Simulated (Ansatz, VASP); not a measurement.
**One calculation of KCl, two programs**

```
CELL_PARAMETERS angstrom
0.00000 -3.12070 -3.33915
-3.12070 0.00000 -3.33915
3.12070 3.12070 -6.67831
ATOMIC_POSITIONS crystal
K 0.50000 0.50000 0.50000
K 0.00000 0.00000 0.00000
Cl 0.80498 0.77476 0.75000
Cl 0.19502 0.22524 0.25000
```

Change from the starting cell: mode 7 frozen in at -0.312 Å, normal strain along z +0.0700.

Alike in both runs: task single point; functional PBEsol; k mesh 6 × 6 × 6; occupations gaussian, width 0.05 eV; no spin polarisation.

|  | VASP | Ansatz |
| --- | --- | --- |
| version | VASP 6.6.1 | Ansatz 0.2.0 |
| potentials or method | VASP PAW PBE potentials, release 64 (K_sv, Cl), cutoff 520 eV | scalar-relativistic, plane waves, PAW |
| valence electrons in the cell | 32 | 32 |

|  | VASP | Ansatz | Ansatz less VASP |
| --- | --- | --- | --- |
| gap on the k mesh at the Fermi level (eV) | 4.80 | 4.80 | +0.004 |
| least direct gap on the mesh (eV) | 4.80 | 4.80 | +0.004 |
| pressure (GPa) | -0.3 | -0.3 | -0.04 |
| traceless stress, the component that is largest in VASP (GPa) | -0.66 | -0.64 | +0.020 |
| rms of the force components (eV/Å) | 0.139 | 0.136 | -0.0029 |

VASP's potentials were made for PBE, not for PBEsol. Atom by atom the forces differ by 0.003 eV/Å (rms over components).
